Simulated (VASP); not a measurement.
# Ir (P6_3/mmc) in VASP: further runs

The runs below take Ir through single point, with PBEsol.

Program: VASP 6.6.1. These are calculated values, not measurements. Logs are shortened: lines on timing, memory, paths and dates and some standing lists are left out, and cuts for length are marked.

## (1) The cell of the first run

The structure is hexagonal, space group P6_3/mmc (No. 194). Conventional cell: a = 2.659 Å, b = 2.659 Å, c = 4.317 Å, α = 90.00°, β = 90.00°, γ = 120.00°. Ir (site symmetry -6m2) has 12 Ir at 2.65 to 2.66 Å within 3.5 Å.

## (2) Single point, PBEsol

INCAR

```
SYSTEM = Ir
PREC     = Accurate       ! precision mode
ENCUT    = 500            ! plane-wave cutoff, eV
EDIFF    = 1E-6           ! SCF threshold, eV
ISMEAR   = -1             ! smearing method
SIGMA    = 0.05           ! smearing width, eV
LREAL    = .FALSE.        ! projectors in reciprocal space
LASPH    = .TRUE.         ! aspherical terms in the spheres
NELM     = 120            ! most SCF steps
ALGO     = Normal         ! electronic algorithm
ISIF     = 2              ! what is computed and relaxed
LWAVE    = .FALSE.        ! write WAVECAR
LCHARG   = .TRUE.         ! write CHGCAR
GGA      = PS             ! functional
LELF     = .TRUE.         ! ELF
LVHAR    = .TRUE.       
NBANDS   = 16             ! bands
GGA_COMPAT= .FALSE.
```

KPOINTS

```
regular mesh
0
G
  11 11 6
  0 0 0
```

POSCAR

```
Ir
1.0
    2.6585773234      0.0000000000      0.0000000000
   -1.3292886617      2.3023954999      0.0000000000
    0.0000000000      0.0000000000      4.3171877444
Ir
2
Direct
    0.3333333333      0.6666666667      0.2500000000
    0.6666666667      0.3333333333      0.7500000000
```

Potentials or basis: VASP PAW PBE potentials, release 64 (Ir).

The run is started by

```console
> cat potpaw_PBE.64/Ir/POTCAR > POTCAR
> mpirun -np 1 vasp_std > vasp.out
```

OUTCAR:

```text
SYSTEM = Ir
   PREC = Accurate
   ENCUT = 500
   EDIFF = 1E-6
   ISMEAR = -1
   LREAL = .FALSE.
   LASPH = .TRUE.
   NELM = 120
   ISIF = 2
   GGA = PS

 ion  position               nearest neighbor table
   1  0.333  0.667  0.250-   2 2.65   2 2.65   2 2.65   2 2.65   2 2.65   2 2.65
   2  0.667  0.333  0.750-   1 2.65   1 2.65   1 2.65   1 2.65   1 2.65   1 2.65

  LATTYP: Found a hexagonal cell.
 ALAT       =     2.6585773234
 C/A-ratio  =     1.6238714242

  Lattice vectors:

 A1 = (   2.6585773234,   0.0000000000,   0.0000000000)
 A2 = (  -1.3292886617,   2.3023954999,   0.0000000000)
 A3 = (   0.0000000000,   0.0000000000,   4.3171877444)

Analysis of symmetry for initial positions (statically):
=====================================================================
 Subroutine PRICEL returns:
 Original cell was already a primitive cell.

 Routine SETGRP: Setting up the symmetry group for a
 hexagonal supercell.

 Subroutine GETGRP returns: Found 24 space group operations
 (whereof 12 operations were pure point group operations)
 out of a pool of 24 trial point group operations.

The static configuration has the point symmetry D_3d.
 The point group associated with its full space group is D_6h.

Analysis of symmetry for dynamics (positions and initial velocities):
=====================================================================
 Subroutine PRICEL returns:
 Original cell was already a primitive cell.

 Routine SETGRP: Setting up the symmetry group for a
 hexagonal supercell.

 Subroutine GETGRP returns: Found 24 space group operations
 (whereof 12 operations were pure point group operations)
 out of a pool of 24 trial point group operations.

The dynamic configuration has the point symmetry D_3d.
 The point group associated with its full space group is D_6h.

 Subroutine INISYM returns: Found 24 space group operations
 (whereof 12 operations are pure point group operations),
 and found     1 'primitive' translations

----------------------------------------------------------------------------------------

                                     Primitive cell

  volume of cell :      26.4259

  direct lattice vectors                    reciprocal lattice vectors
     2.658577323  0.000000000  0.000000000     0.376141025  0.217165122  0.000000000
    -1.329288662  2.302395500  0.000000000     0.000000000  0.434330244  0.000000000
     0.000000000  0.000000000  4.317187744     0.000000000  0.000000000  0.231632271

  length of vectors
     2.658577323  2.658577323  4.317187744     0.434330244  0.434330244  0.231632271

  position of ions in fractional coordinates (direct lattice)
     0.333333333  0.666666667  0.250000000
     0.666666667  0.333333333  0.750000000

  ion indices of the primitive-cell ions
   primitive index   ion index
                 1           1
                 2           2

----------------------------------------------------------------------------------------

 KPOINTS: regular mesh

Automatic generation of k-mesh.
 Grid dimensions read from file:
 generate k-points for:   11   11    6

 Generating k-lattice:

  Cartesian coordinates                     Fractional coordinates (reciprocal lattice)
     0.034194639  0.019742284  0.000000000     0.090909091  0.000000000  0.000000000
     0.000000000  0.039484568  0.000000000     0.000000000  0.090909091  0.000000000
     0.000000000  0.000000000  0.038605378     0.000000000  0.000000000  0.166666667

  Length of vectors
     0.039484568  0.039484568  0.038605378

  Shift w.r.t. Gamma in fractional coordinates (k-lattice)
     0.000000000  0.000000000  0.000000000

 Subroutine IBZKPT returns following result:
 ===========================================

 Found     64 irreducible k-points:

 Following reciprocal coordinates:
            Coordinates               Weight
  0.000000  0.000000  0.000000      1.000000
  0.090909  0.000000  0.000000      6.000000
  0.181818  0.000000  0.000000      6.000000
  0.272727  0.000000  0.000000      6.000000
  0.363636 -0.000000  0.000000      6.000000
  0.454545  0.000000  0.000000      6.000000
[... 16 lines left out ...]
  0.090909  0.090909  0.166667     12.000000
  0.181818  0.090909  0.166667     24.000000
 [... further k-points ...]
   k-points           NKPTS =     64   k-points in BZ     NKDIM =     64   number of bands    NBANDS=     16
   number of dos      NEDOS =    301   number of ions     NIONS =      2
   total plane-waves  NPLWV =  12800
   dimension x,y,z NGX =    20 NGY =   20 NGZ =   32
   dimension x,y,z NGXF=    40 NGYF=   40 NGZF=   64
   ions per type =               2
   NGX,Y,Z   is equivalent  to a cutoff of  12.51, 12.51, 12.32 a.u.
   NGXF,Y,Z  is equivalent  to a cutoff of  25.01, 25.01, 24.65 a.u.
 SYSTEM =  Ir
   PREC   = accura    normal or accurate (medium, high low for compatibility)
   ISTART =      0    job   : 0-new  1-cont  2-samecut
   ICHARG =      2    charge: 1-file 2-atom 10-const
   ISPIN  =      1    spin polarized calculation?
   LNONCOLLINEAR =      F non collinear calculations
   LSORBIT =      F    spin-orbit coupling
   LASPH  =      T    aspherical Exc in radial PAW
   ENCUT  =  500.0 eV  36.75 Ry    6.06 a.u.   4.85  4.85  7.87*2*pi/ulx,y,z
   NELM   =    120;   NELMIN=  2; NELMDL= -5     # of ELM steps
   EDIFF  = 0.1E-05   stopping-criterion for ELM
   LREAL  =      F    real-space projection
   EDIFFG = 0.1E-04   stopping-criterion for IOM
   NSW    =      0    number of steps for IOM
   IBRION =     -1    ionic relax: 0-MD 1-quasi-New 2-CG
   NFREE  =      0    steps in history (QN), initial steepest desc. (CG)
   ISIF   =      2    stress and relaxation
   ISYM   =      2    0-nonsym 1-usesym 2-fastsym
   POTIM  = 0.5000    time-step for ionic-motion
   TEBEG  =    0.0;   TEEND  =   0.0 temperature during run
   PSTRESS=    0.0 pullay stress
   NELECT =      18.0000    total number of electrons
   NUPDOWN=      -1.0000    fix difference up-down
   EMIN   =  10.00;   EMAX   =-10.00  energy-range for DOS
   EFERMI =   0.00;   METHOD = LEGACY
   ISMEAR =    -1;   SIGMA  =   0.05  broadening in eV -4-tet -1-fermi 0-gaus
   EFERMI_NEDOS =   21; number of points for ismear=-14 and -15
   IALGO  =     38    algorithm
   IMIX   =      4    mixing-type and parameters
     AMIX     =   0.40;   BMIX     =  1.00
     AMIX_MAG =   1.60;   BMIX_MAG =  1.00
  volume/ion in A,a.u.               =      13.21        89.17
  Fermi-wavevector in a.u.,A,eV,Ry     =   1.440419  2.721998 28.229475  2.074808
  Thomas-Fermi vector in A             =   2.559165
   LORBIT       =      0    0 simple, 1 ext, 2 COOP (PROOUT), +10 PAW based schemes
   GGA     = PS    functional components
   LHFCALC =     F    Hartree Fock is set to
   AEXX    =    0.0000 exact exchange contribution
   IVDW    =     0    specifies the selected vdW correction
   LEPSILON=     F    determine dielectric tensor
   LRPA    =     F    only Hartree local field effects (RPA)
 non-spin polarized calculation
  energy-cutoff  :      500.00
  volume of cell :       26.43
 maximum number of plane-waves:       687
 NGX is ok and might be reduce to    20
   NGX =  9   NGY =  9   NGZ = 15

 number of electron      17.9999998 magnetization

 Free energy of the ion-electron system (eV)
  ---------------------------------------------------
  ext. energy  EPLUGINS =         0.00000000
  ---------------------------------------------------
  free energy    TOTEN  =       -19.29474965 eV

  energy without entropy =      -19.27304797  energy(sigma->0) =      -19.28389881

 E-fermi :  11.5975     XC(G=0): -14.5052

 val. band max:       11.5786274761   @ k =   0.3636   0.1818   0.1667
 cond. band min:      11.5998675344   @ k =   0.2727   0.0909   0.3333
 fundamental gap:      0.0212400583
 Fermi energy:        11.5974812237

 k-point     1 :       0.0000    0.0000    0.0000
  band No.  band energies     occupation
      1      -0.4708      2.00000
      2       2.5987      2.00000
      3       7.1841      2.00000
      4       7.3052      2.00000
      5       7.3052      2.00000
      6       8.0489      2.00000
[... 8 lines left out ...]
     15      27.9533      0.00000
     16      29.2244      0.00000

 k-point     2 :       0.0909    0.0000    0.0000
  band No.  band energies     occupation
      1      -0.1239      2.00000
      2       2.9079      2.00000
      3       6.6980      2.00000
      4       7.6068      2.00000
      5       7.6936      2.00000
      6       7.8832      2.00000
[... 8 lines left out ...]
     15      28.4101      0.00000
     16      29.8045      0.00000

 k-point     3 :       0.1818    0.0000    0.0000
  band No.  band energies     occupation
      1       0.8307      2.00000
      2       3.6259      2.00000
      3       6.1352      2.00000
      4       6.8993      2.00000
      5       7.3554      2.00000
      6       8.2253      2.00000
[... 8 lines left out ...]
     15      28.7924      0.00000
     16      29.9840      0.00000

 k-point     4 :       0.2727    0.0000    0.0000
  band No.  band energies     occupation
      1       2.0801      2.00000
      2       3.9087      2.00000
      3       5.4817      2.00000
      4       6.2070      2.00000
      5       7.1849      2.00000
      6       7.6799      2.00000
[... 8 lines left out ...]
     15      27.2202      0.00000
     16      27.6722      0.00000
[... 324 lines left out ...]
 k-point    22 :       0.4545    0.0000    0.1667
  band No.  band energies     occupation
      1       2.8847      2.00000
      2       3.3193      2.00000
      3       4.7219      2.00000
      4       5.9145      2.00000
      5       7.2801      2.00000
      6       8.2115      2.00000
[... 8 lines left out ...]
     15      24.4698      0.00000
     16      25.2235      0.00000

 k-point    23 :       0.0909    0.0909    0.1667
  band No.  band energies     occupation
      1       0.8346      2.00000
      2       3.5249      2.00000
      3       6.2669      2.00000
      4       6.6773      2.00000
      5       7.2888      2.00000
      6       7.8387      2.00000
[... 8 lines left out ...]
     15      29.0627      0.00000
     16      29.6771      0.00000

 k-point    24 :       0.1818    0.0909    0.1667
  band No.  band energies     occupation
      1       1.9079      2.00000
      2       4.2652      2.00000
      3       5.6253      2.00000
      4       5.8759      2.00000
      5       6.9705      2.00000
      6       7.6790      2.00000
[... 8 lines left out ...]
     15      27.6231      0.00000
     16      28.5536      0.00000

 [... further k-points ...]

------------------------ aborting loop because EDIFF is reached ----------------------------------------

  FORCE on cell =-STRESS in cart. coord.  units (eV):
  Direction    XX          YY          ZZ          XY          YZ          ZX
  --------------------------------------------------------------------------------------
  -------------------------------------------------------------------------------------
  Total        5.2051347      5.2051347      5.2201341      0.0000000      0.0000000     -0.0000000
  in kB      315.5821223    315.5821223    316.4915234      0.0000000      0.0000000     -0.0000000
  external PRESSURE =     315.8852560 kB  Pullay stress =       0.0000000 kB

 VOLUME and BASIS-vectors are now :
 -----------------------------------------------------------------------------
  energy-cutoff  :      500.00
  volume of cell :       26.43
      direct lattice vectors                 reciprocal lattice vectors
     2.658577323  0.000000000  0.000000000     0.376141025  0.217165122  0.000000000
    -1.329288662  2.302395500  0.000000000     0.000000000  0.434330244  0.000000000
     0.000000000  0.000000000  4.317187744     0.000000000  0.000000000  0.231632271

 POSITION                                       TOTAL-FORCE (eV/Angst)
 -----------------------------------------------------------------------------------
     -0.00000      1.53493      1.07930        -0.000000     -0.000000      0.000000
      1.32929      0.76747      3.23789         0.000000      0.000000      0.000000
 -----------------------------------------------------------------------------------
    total drift:                                0.000000     -0.000000     -0.000000

  FREE ENERGIE OF THE ION-ELECTRON SYSTEM (eV)
  ---------------------------------------------------
  free  energy   TOTEN  =       -19.2947496450 eV

  energy  without entropy=      -19.2730479667  energy(sigma->0) =      -19.28389881
```

It took 34 s on 1 thread of Intel Xeon 8259CL, shared host; peak memory 0.15 GiB.

What came out:

```
Free energy            : -19.2947 eV
Pressure               : 31.6 GPa
Band gap on the k mesh : zero (band 9 reaches 12.73 eV, above the bottom of band 10 at 9.07 eV)
```

Caveat: the PAW data sets were made with another functional, which shifts forces and pressure a little; spin-orbit coupling is left out, which moves the levels of the heavy elements.

## (3) Single point, PBEsol

This run uses another cell than the first one, of 13.48 Å³/atom, 1.020 times its volume.

INCAR

```
PREC = Accurate
ENCUT = 500
EDIFF = 1E-6
ISMEAR = -1
SIGMA = 0.05
LREAL = F
LASPH = T
NELM = 120
ALGO = Normal
ISIF = 2
LWAVE = F
LCHARG = F
GGA = PS
NBANDS = 16
GGA_COMPAT = F
```

KPOINTS

```
Automatic mesh
0
Gamma
  11 11 6
```

POSCAR

```
Ir
1.0
    2.6767178681      0.0000000000      0.0000000000
   -1.3383589340      2.3181056725      0.0000000000
    0.0000000000      0.0000000000      4.3444088631
Ir
2
Direct
    0.3333333333      0.6666666667      0.2500000000
    0.6666666667      0.3333333333      0.7500000000
```

Potentials or basis: VASP PAW PBE potentials, release 64 (Ir).

The run is started by

```console
> cat potpaw_PBE.64/Ir/POTCAR > POTCAR
> mpirun -np 1 vasp_std > vasp.out
```

OUTCAR:

```text
PREC = Accurate
   ENCUT = 500
   EDIFF = 1E-6
   ISMEAR = -1
   LREAL = F
   LASPH = T
   NELM = 120
   ISIF = 2
   GGA = PS

 ion  position               nearest neighbor table
   1  0.333  0.667  0.250-   2 2.67   2 2.67   2 2.67   2 2.67   2 2.67   2 2.67
   2  0.667  0.333  0.750-   1 2.67   1 2.67   1 2.67   1 2.67   1 2.67   1 2.67

  LATTYP: Found a hexagonal cell.
 ALAT       =     2.6767178681
 C/A-ratio  =     1.6230357763

  Lattice vectors:

 A1 = (   2.6767178681,   0.0000000000,   0.0000000000)
 A2 = (  -1.3383589340,   2.3181056725,   0.0000000000)
 A3 = (   0.0000000000,   0.0000000000,   4.3444088631)

Analysis of symmetry for initial positions (statically):
=====================================================================
 Subroutine PRICEL returns:
 Original cell was already a primitive cell.

 Routine SETGRP: Setting up the symmetry group for a
 hexagonal supercell.

 Subroutine GETGRP returns: Found 24 space group operations
 (whereof 12 operations were pure point group operations)
 out of a pool of 24 trial point group operations.

[... 163 lines left out ...]

 E-fermi :  11.2263     XC(G=0): -14.3872

 val. band max:       11.2107848242   @ k =   0.3636   0.1818   0.1667
 cond. band min:      11.2280722635   @ k =   0.2727   0.0909   0.3333
 fundamental gap:      0.0172874393
 Fermi energy:        11.2263464815

 k-point     1 :       0.0000    0.0000    0.0000
  band No.  band energies     occupation
      1      -0.6143      2.00000
      2       2.4597      2.00000
      3       6.9513      2.00000
      4       7.0661      2.00000
      5       7.0661      2.00000
      6       7.7864      2.00000
[... 433 lines left out ...]
      3       5.4256      2.00000
      4       5.6724      2.00000
      5       6.7424      2.00000
      6       7.4266      2.00000
[... 8 lines left out ...]
     15      27.0728      0.00000
     16      28.0787      0.00000

 [... further k-points ...]

------------------------ aborting loop because EDIFF is reached ----------------------------------------

  FORCE on cell =-STRESS in cart. coord.  units (eV):
  Direction    XX          YY          ZZ          XY          YZ          ZX
  --------------------------------------------------------------------------------------
  -------------------------------------------------------------------------------------
  Total        3.5902079      3.5902079      3.6039401      0.0000000     -0.0000000      0.0000000
  in kB      213.3848880    213.3848880    214.2010636      0.0000000     -0.0000000      0.0000000
  external PRESSURE =     213.6569465 kB  Pullay stress =       0.0000000 kB

 VOLUME and BASIS-vectors are now :
 -----------------------------------------------------------------------------
  energy-cutoff  :      500.00
  volume of cell :       26.96
      direct lattice vectors                 reciprocal lattice vectors
     2.676717868  0.000000000  0.000000000     0.373591857  0.215693359  0.000000000
    -1.338358934  2.318105673  0.000000000     0.000000000  0.431386719  0.000000000
     0.000000000  0.000000000  4.344408863     0.000000000  0.000000000  0.230180913

 POSITION                                       TOTAL-FORCE (eV/Angst)
 -----------------------------------------------------------------------------------
     -0.00000      1.54540      1.08610         0.000000     -0.000000      0.000000
      1.33836      0.77270      3.25831        -0.000000      0.000000      0.000000
 -----------------------------------------------------------------------------------
    total drift:                               -0.000000      0.000000     -0.000000

  FREE ENERGIE OF THE ION-ELECTRON SYSTEM (eV)
  ---------------------------------------------------
  free  energy   TOTEN  =       -19.3824349483 eV

  energy  without entropy=      -19.3600356108  energy(sigma->0) =      -19.37123528
```

OSZICAR:

```text
N       E                     dE             d eps       ncg     rms          rms(c)
DAV:   1     0.141009452034E+03    0.14101E+03   -0.83006E+03  2048   0.110E+03
DAV:   2    -0.169100257097E+02   -0.15792E+03   -0.14258E+03  2056   0.309E+02
DAV:   3    -0.205227457214E+02   -0.36127E+01   -0.35637E+01  2864   0.557E+01
DAV:   4    -0.205628519064E+02   -0.40106E-01   -0.40100E-01  2328   0.492E+00
DAV:   5    -0.205639597684E+02   -0.11079E-02   -0.11079E-02  2888   0.859E-01    0.262E+01
DAV:   6    -0.196044194070E+02    0.95954E+00   -0.10803E+00  2552   0.135E+01    0.110E+01
DAV:   7    -0.193967207017E+02    0.20770E+00   -0.38932E-01  2800   0.766E+00    0.204E+00
DAV:   8    -0.193871142681E+02    0.96064E-02   -0.64115E-03  2256   0.753E-01    0.100E+00
DAV:   9    -0.193824385857E+02    0.46757E-02   -0.45343E-03  2720   0.873E-01    0.395E-02
DAV:  10    -0.193824350579E+02    0.35278E-05   -0.31358E-05  2944   0.498E-02    0.303E-02
DAV:  11    -0.193824349483E+02    0.10956E-06   -0.44924E-06  2696   0.216E-02
   1 F= -.19382435E+02 E0= -.19371235E+02  d E =-.223993E-01
```

Run time: 32 s. Hardware: 1 thread of Intel Xeon 8259CL, shared host; peak memory 0.15 GiB.

Results:

```
Free energy            : -19.3824 eV
Pressure               : 21.4 GPa
Band gap on the k mesh : zero (band 9 reaches 12.31 eV, above the bottom of band 10 at 8.77 eV)
```

Levels at points of the mesh, in eV from the Fermi level:
```csv
k point,band 7,band 8,band 9,band 10,band 11,band 12
"(0.00, 0.00, 0.00)",-3.44,-2.56,-2.56,-1.01,0.31,0.31
"(0.00, 0.00, 0.50)",-4.29,-4.29,-0.49,-0.49,-0.49,-0.49
```

Caveat: the PAW data sets were made with another functional, which shifts forces and pressure a little; spin-orbit coupling is left out, which moves the levels of the heavy elements.
